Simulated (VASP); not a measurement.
# Au (Fm-3m) in VASP: notebook, part 2 of 2

VASP 6.6.1. Earlier steps stand in the parts before.

### Step 3. Single point, PBE

This run uses another cell than the first one, of 16.85 Å³/atom, 0.980 times its volume.

INCAR

```
SYSTEM = Au
ALGO     = Normal         ! electronic algorithm
EDIFF    = 1E-6           ! SCF threshold, eV
ENCUT    = 520            ! plane-wave cutoff, eV
GGA      = PE             ! functional
ISIF     = 2              ! what is computed and relaxed
ISMEAR   = 0              ! smearing method
LASPH    = .TRUE.         ! aspherical terms in the spheres
LCHARG   = .TRUE.         ! write CHGCAR
LELF     = .TRUE.         ! ELF
LREAL    = .FALSE.        ! projectors in reciprocal space
LVHAR    = .TRUE.       
LWAVE    = .FALSE.        ! write WAVECAR
NBANDS   = 12             ! bands
NELM     = 60             ! most SCF steps
PREC     = Accurate       ! precision mode
SIGMA    = 0.027000000000000003 ! smearing width, eV
```

KPOINTS

```
k-points
0
G
  11 11 11
  0 0 0
```

POSCAR

```
Au
1.0
    0.0000000000      2.0350000000      2.0350000000
    2.0350000000      0.0000000000      2.0350000000
    2.0350000000      2.0350000000      0.0000000000
Au
1
Direct
    0.0000000000      0.0000000000      0.0000000000
```

Potentials or basis: VASP PAW PBE potentials, release 64 (Au).

Started as:

```sh
$ cat potpaw_PBE.64/Au/POTCAR > POTCAR
$ mpirun -np 1 vasp_std > vasp.out
```

OUTCAR:

```text
SYSTEM = Au
   EDIFF = 1E-6
   ENCUT = 520
   GGA = PE
   ISIF = 2
   ISMEAR = 0
   LASPH = .TRUE.
   LREAL = .FALSE.
   NELM = 60
   PREC = Accurate

 ion  position               nearest neighbor table
   1  0.000  0.000  0.000-

  LATTYP: Found a face centered cubic cell.
 ALAT       =     4.0700000000

  Lattice vectors:

 A1 = (   0.0000000000,   2.0350000000,   2.0350000000)
 A2 = (   2.0350000000,   0.0000000000,   2.0350000000)
[... 539 lines left out ...]
     11      31.6329      0.00000
     12      34.3423      0.00000

 [... further k-points ...]

------------------------ aborting loop because EDIFF is reached ----------------------------------------

  FORCE on cell =-STRESS in cart. coord.  units (eV):
  Direction    XX          YY          ZZ          XY          YZ          ZX
  --------------------------------------------------------------------------------------
  -------------------------------------------------------------------------------------
  Total        1.1059175      1.1059175      1.1059175      0.0000000      0.0000000     -0.0000000
  in kB      105.1259873    105.1259873    105.1259873      0.0000000      0.0000000     -0.0000000
  external PRESSURE =     105.1259873 kB  Pullay stress =       0.0000000 kB

 VOLUME and BASIS-vectors are now :
 -----------------------------------------------------------------------------
  energy-cutoff  :      520.00
  volume of cell :       16.85
      direct lattice vectors                 reciprocal lattice vectors
     0.000000000  2.035000000  2.035000000    -0.245700246  0.245700246  0.245700246
     2.035000000  0.000000000  2.035000000     0.245700246 -0.245700246  0.245700246
     2.035000000  2.035000000  0.000000000     0.245700246  0.245700246 -0.245700246

 POSITION                                       TOTAL-FORCE (eV/Angst)
 -----------------------------------------------------------------------------------
      0.00000      0.00000      0.00000         0.000000      0.000000     -0.000000
 -----------------------------------------------------------------------------------
    total drift:                                0.000000     -0.000000     -0.000000

  FREE ENERGIE OF THE ION-ELECTRON SYSTEM (eV)
  ---------------------------------------------------
  free  energy   TOTEN  =        -3.1955529618 eV

  energy  without entropy=       -3.1955184518  energy(sigma->0) =       -3.19553571
```

stdout:

```text
POSCAR found type information on POSCAR Au
 POSCAR found :  1 types and       1 ions
 scaLAPACK will be used
 LDA part: xc-table for (Slater+PW92), standard interpolation
 POSCAR, INCAR and KPOINTS ok, starting setup
 FFT: planning ... GRIDC
 FFT: planning ... GRID_SOFT
 FFT: planning ... GRID
 WAVECAR not read
 entering main loop
```

Run time: 20 s. Hardware: 1 thread of AMD EPYC 7R43 (Zen 3), shared host; peak memory 0.11 GiB.

What came out:

```yaml
Free_energy: -3.1956 eV
Pressure: 10.5 GPa
```

Caveat: spin-orbit coupling is left out, which moves the levels of the heavy elements.

### Step 4. Single point, RPBE+D4

INCAR

```
SYSTEM = Au
PREC = Accurate
ENCUT = 520
EDIFF = 1E-7
ISMEAR = -1
SIGMA = 0.05
LREAL = .FALSE.
LASPH = .TRUE.
NELM = 80
ALGO = Normal
ISIF = 2
LWAVE = .FALSE.
LCHARG = .TRUE.
GGA = RP
IVDW = 13
LELF = .TRUE.
LVHAR = .TRUE.
NBANDS = 12
```

KPOINTS

```
Automatic mesh
0
G
  11 11 11
  0 0 0
```

POSCAR

```
Au
1.0
    0.0000000000      2.0480461239      2.0480461239
    2.0480461239      0.0000000000      2.0480461239
    2.0480461239      2.0480461239      0.0000000000
Au
1
Direct
    0.0000000000      0.0000000000      0.0000000000
```

Started as:

```sh
$ cat potpaw_PBE.64/Au/POTCAR > POTCAR
$ mpirun -np 1 vasp_std > vasp.out
```

Wall time 23 s (1 thread of AMD EPYC 7R43 (Zen 3), shared host); peak memory 0.11 GiB.

Results (log left out):

| Quantity | Value |
| --- | --- |
| Free energy | -3.8989 eV |
| Pressure | -0.3 GPa |
| Dispersion energy per atom | -1.295 eV |

Levels at points of the mesh, in eV from the Fermi level:
```tsv
k point	band 3	band 4	band 5	band 6	band 7	band 8	band 9	band 10
(0.00, 0.00, 0.00)	-4.72	-4.72	-3.23	-3.23	14.46	18.44	18.44	18.44
```

Caveat: the PAW data sets were made with another functional, which shifts forces and pressure a little; spin-orbit coupling is left out, which moves the levels of the heavy elements; pairwise dispersion overbinds metals, which lowers pressure and volume.

### Step 5. The runs side by side

| level | cell | smearing | gap on the mesh (eV) | pressure (GPa) |
| --- | --- | --- | --- | --- |
| BLYP+D4 | a = 2.897 Å, angles 60.0°, 1 atom | fermi-dirac 0.05 eV | none | 7.2 |
| PBE | a = 2.878 Å, angles 60.0°, 1 atom | gaussian 0.027 eV | none | 10.5 |
| RPBE+D4 | a = 2.896 Å, angles 60.0°, 1 atom | fermi-dirac 0.05 eV | none | -0.3 |

Alike in all rows: task single point; potentials or basis VASP PAW PBE potentials, release 64 (Au); no spin polarisation; k mesh 11 × 11 × 11; cutoff (eV) 520.

Caveats: spin-orbit coupling is left out, which moves the levels of the heavy elements; the PAW data sets were made with another functional, which shifts forces and pressure a little (some runs); pairwise dispersion overbinds metals, which lowers pressure and volume (some runs).

Total energies depend on the potentials used, so only differences within one code and one set of settings carry meaning.
